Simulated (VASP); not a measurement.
Input of a VASP 6.6.1 run:

File POSCAR:

```
Li2S
1.0
    0.0000000000      2.8726651981      2.8726651981
    2.8726651981      0.0000000000      2.8726651981
    2.8726651981      2.8726651981      0.0000000000
Li S
2 1
Direct
    0.2500000000      0.2500000000      0.2500000000
    0.7500000000      0.7500000000      0.7500000000
    0.0000000000      0.0000000000      0.0000000000
```

File INCAR.step1:

```
  PREC = Accurate
  ENCUT = 830
  ISMEAR = 0
  SIGMA = 0.02
  LREAL = False
  LASPH = True
  NELM = 120
  NBANDS = 13
  GGA = PE
  ALGO = Normal
  EDIFF = 1E-5
  LWAVE = True
  LCHARG = False
  GGA_COMPAT = False
```

The input INCAR.step2:

```
  PREC = Accurate
  ENCUT = 830
  EDIFF = 1E-6
  ISMEAR = 0
  SIGMA = 0.02
  LREAL = False
  LASPH = True
  NELM = 120
  ALGO = Normal
  ISIF = 2
  LWAVE = False
  LCHARG = False
  METAGGA = R2SCAN
  LMIXTAU = True
  NBANDS = 13
  ISTART = 1
  GGA_COMPAT = False
```

KPOINTS

```
Automatic mesh
0
Gamma
  8 8 8
```

Potentials or basis: VASP PAW PBE potentials, release 64 (Li_sv, S).

Command:

```console
$ cat potpaw_PBE.64/Li_sv/POTCAR potpaw_PBE.64/S/POTCAR > POTCAR
$ cp INCAR.step1 INCAR
$ mpirun -np 1 vasp_std > vasp.out
$ cp INCAR.step2 INCAR
$ mpirun -np 1 vasp_std > vasp.out
```

Task: Estimate the band gap on the k mesh.

Result: 3.87 eV, indirect (least direct gap 4.89 eV).

Task: Predict the pressure.

Result: -1.4 GPa.

Caveat: the PAW data sets were made with another functional, which shifts forces and pressure a little. A k mesh can miss the band edges.
